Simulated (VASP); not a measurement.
Crystal: In2BAs3.

```
CELL_PARAMETERS angstrom
4.72858 0.00000 0.00000
-2.36429 4.09507 0.00000
0.00000 0.00000 6.87426
ATOMIC_POSITIONS crystal
In 0.00000 0.00000 0.78446
In 0.00000 0.00000 0.21554
B 0.00000 0.00000 0.50000
As 0.50000 0.00000 0.00000
As 0.00000 0.50000 0.00000
As 0.50000 0.50000 0.00000
```

```yaml
Program: VASP 6.6.1
Task: relaxation of cell and atoms
Functional: PBE
Potentials_or_basis: VASP PAW PBE potentials, release 64 (In_d, B, As)
Cutoff: 600 eV
k_mesh: 6 × 6 × 4
Occupations: gaussian, width 0.1 eV
Spin: no spin polarisation
```

At the start: pressure 33.6 GPa; volume 22.19 Å³/atom.

Task: Where does the relaxation end?

Result: Over 8 steps the energy falls by 786.6 meV/atom and the volume is 32.46 Å³/atom (+46.3 %); space group P6/mmm (No. 191, to 0.05 Å).

The path:
| step | energy change (eV) | largest force (eV/Å) | pressure (GPa) | volume (Å³) |
| --- | --- | --- | --- | --- |
| 1 | 0.0000 | 0.2895 | 33.62 | 133.11 |
| 2 | -3.7631 | 0.4813 | -4.70 | 244.38 |
| 3 | -4.6605 | 0.5521 | 0.23 | 194.15 |
| 4 | -4.6615 | 0.5470 | -0.16 | 196.24 |
| 5 | -4.6863 | 0.3322 | -0.20 | 196.23 |
| 6 | -4.7068 | 0.2383 | -0.16 | 196.17 |
| 7 | -4.7084 | 0.1120 | -0.18 | 196.18 |
| 8 | -4.7196 | 0.0223 | -0.02 | 194.76 |

Final structure:
```cif
data_structure
_symmetry_space_group_name_H-M 'P 1'
_symmetry_Int_Tables_number 1
_cell_length_a 5.4722
_cell_length_b 5.4722
_cell_length_c 7.5101
_cell_angle_alpha 90.000
_cell_angle_beta 90.000
_cell_angle_gamma 120.000
_cell_volume 194.76
loop_
_atom_site_label
_atom_site_type_symbol
_atom_site_fract_x
_atom_site_fract_y
_atom_site_fract_z
_atom_site_occupancy
In1 In 0.00000 0.00000 0.79708 1
In2 In 0.00000 0.00000 0.20292 1
B1 B 0.00000 0.00000 0.50000 1
As1 As 0.50000 0.00000 0.00000 1
As2 As 0.00000 0.50000 0.00000 1
As3 As 0.50000 0.50000 0.00000 1
```

Caveat: the volume moved by over 15 % at a fixed basis, so the end points are rough.
